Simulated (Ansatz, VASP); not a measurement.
# One calculation of HgTe, two programs

The input INCAR:

```
SYSTEM = HgTe
ALGO = Normal
EDIFF = 1E-7
ENCUT = 520
GGA = PE
ISIF = 2
ISMEAR = 0
LASPH = .TRUE.
LCHARG = .FALSE.
LREAL = .FALSE.
LWAVE = .FALSE.
NBANDS = 16
NELM = 100
PREC = Accurate
SIGMA = 0.15
```

The input KPOINTS:

```
k-points
0
G
  16 16 16
  0 0 0
```

The input POSCAR:

```
HgTe
1.0
    0.0000000000      3.4910379909      3.2416781344
    3.4910379909      0.0000000000      3.2416781344
    3.4910379909      3.4910379909      0.0000000000
Hg Te
1 1
Direct
    0.0000000000      0.0000000000      0.0000000000
    0.7500000000      0.7500000000      0.7500000000
```

Input for Ansatz:

```yaml
crystal:
  lattice:
    - [0.0, 3.4910379804, 3.2416781247]
    - [3.4910379804, 0.0, 3.2416781247]
    - [3.4910379804, 3.4910379804, 0.0]
  atoms:
    - { symbol: Hg, position: [0.0, 0.0, 0.0] }
    - { symbol: Te, position: [0.75, 0.75, 0.75] }
basis:
  ecutwfc: 420
kpoints:
  mp_grid: { grid: [16, 16, 16] }
hamiltonian:
  xc: pbe
scf:
  occupations: { method: gaussian, width: 0.15 }
output:
  forces: true
  stress: true
  eigenvalues: true
```

Change from the starting cell: strain +0.050 along x and y, -0.025 along z, atoms carried along.

Alike in both runs: task single point; functional PBE; k mesh 16 × 16 × 16; occupations gaussian, width 0.15 eV; no spin polarisation.

|  | VASP | Ansatz |
| --- | --- | --- |
| version | VASP 6.6.1 | Ansatz 0.2.0 |
| potentials or method | VASP PAW PBE potentials, release 64 (Hg, Te), cutoff 520 eV | scalar-relativistic, plane waves, PAW |
| valence electrons in the cell | 18 | 36 |

|  | VASP | Ansatz | Ansatz less VASP |
| --- | --- | --- | --- |
| gap on the k mesh at the Fermi level (eV) | none | none | - |
| pressure (GPa) | -2.1 | -2.1 | -0.03 |
| traceless stress, the component that is largest in VASP (GPa) | 0.71 | 0.71 | +0.002 |

A gap of «none» marks a metal or a gap that the smearing closes. VASP's potentials hold 18 valence electrons a cell and Ansatz's 36, so a difference there can come from the potentials and not from the codes.

Neither program's run includes spin-orbit coupling.
